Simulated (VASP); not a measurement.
Write the native input for VASP 6.6.1 that does the following.

```yaml
Task: relaxation of cell and atoms
Functional: PBE
Potentials_or_basis: VASP PAW PBE potentials, release 64 (Sn_d, P)
Cutoff: 600 eV
k_mesh: 8 × 8 × 8
Occupations: gaussian, width 0.1 eV
Spin: no spin polarisation
Dipole_correction: no
Further_INCAR_settings: ALGO = Normal; EDIFF = 1e-07; IBRION = 2; EDIFFG = -0.01; NSW = 100; ISIF = 3
```

The structure of SnP4 lies in POSCAR:

```
SnP4
1.0
    4.9615352924      0.0000000000      0.0000000000
    0.0000000000      4.9615352924      0.0000000000
    0.0000000000      0.0000000000      4.9615352924
Sn P
1 4
Direct
    0.5000000000      0.5000000000      0.5000000000
    0.0000000000      0.5000000000      0.5000000000
    0.5000000000      0.0000000000      0.5000000000
    0.5000000000      0.5000000000      0.0000000000
    0.0000000000      0.0000000000      0.0000000000
```

The cell was generated, and may not be a known phase.

The input as run:

INCAR

```
ALGO = Normal
EDIFF = 1E-7
EDIFFG = -0.01
ENCUT = 600
GGA = PE
IBRION = 2
ISIF = 3
ISMEAR = 0
LASPH = True
LCHARG = False
LREAL = False
LWAVE = False
NELM = 100
NSW = 100
PREC = Accurate
SIGMA = 0.1
```

KPOINTS

```
k-points
0
Gamma
  8 8 8
```

Potentials or basis: VASP PAW PBE potentials, release 64 (Sn_d, P).

Run with:

```console
$ cat potpaw_PBE.64/Sn_d/POTCAR potpaw_PBE.64/P/POTCAR > POTCAR
$ mpirun -np 1 vasp_std > vasp.out
```

Results of the run:

The relaxed volume is 24.67 Å³/atom and the relaxed cell is a = 4.978 Å, b = 4.978 Å, c = 4.978 Å, α = 90.00°, β = 90.00°, γ = 90.00°. The space group after relaxing (to 0.1 Å) is Pm-3m (No. 221), the energy gained by relaxing is 0.4 meV/atom and the ionic steps are 3. The pressure after relaxing is 0.0 GPa and the band gap on the k mesh is zero (bands 17 and 18 overlap by 1.69 eV).

Caveat: spin-orbit coupling is left out, which moves the levels of the heavy elements.

Wall time 99 s on 1 thread of Intel(R) Xeon(R) 6975P-C (Granite Rapids) (shared host), peak memory 0.31 GiB.
